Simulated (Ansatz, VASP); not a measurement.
**Two plane-wave programs on Ag**

The input INCAR:

```
PREC = Accurate
ENCUT = 520
EDIFF = 1E-7
ISMEAR = 0
SIGMA = 0.15
LREAL = False
LASPH = True
NELM = 100
ALGO = Fast
ISIF = 2
LWAVE = False
LCHARG = False
GGA = PS
NBANDS = 12
```

The input KPOINTS:

```
regular mesh
0
Gamma
  26 26 26
```

POSCAR

```
Ag
1.0
   -1.6125573273      1.6125573273      1.6931851937
    1.6125573273     -1.6125573273      1.6931851937
    1.6125573273      1.6125573273     -1.6931851937
Ag
1
Direct
    0.0000000000      0.0000000000      0.0000000000
```

Input for Ansatz:

```yaml
crystal:
  lattice:
    - [-1.6125573273, 1.6125573273, 1.6931851937]
    - [1.6125573273, -1.6125573273, 1.6931851937]
    - [1.6125573273, 1.6125573273, -1.6931851937]
  atoms:
    - { symbol: Ag, position: [0.0, 0.0, 0.0] }
basis:
  ecutwfc: 420
kpoints:
  mp_grid: { grid: [26, 26, 26] }
hamiltonian:
  xc: pbesol
scf:
  occupations: { method: gaussian, width: 0.15 }
output:
  forces: true
  stress: true
  eigenvalues: true
```

Change from the starting cell: strain +0.000 along x and y, +0.050 along z, atoms carried along.

Alike in both runs: task single point; functional PBEsol; k mesh 26 × 26 × 26; occupations gaussian, width 0.15 eV; no spin polarisation.

|  | VASP | Ansatz |
| --- | --- | --- |
| version | VASP 6.6.1 | Ansatz 0.2.0 |
| potentials or method | VASP PAW PBE potentials, release 64 (Ag), cutoff 520 eV | scalar-relativistic, plane waves, PAW |
| valence electrons in the cell | 11 | 19 |

```csv
,VASP,Ansatz,Ansatz less VASP
gap on the k mesh at the Fermi level (eV),none,none,-
pressure (GPa),-5.1,-4.9,+0.16
"traceless stress, the component that is largest in VASP (GPa)",0.47,0.48,+0.006
```

VASP's potentials were made for PBE, not for PBEsol. A gap of «none» marks a metal or a gap that the smearing closes. VASP's potentials hold 11 valence electrons a cell and Ansatz's 19, so a difference there can come from the potentials and not from the codes.
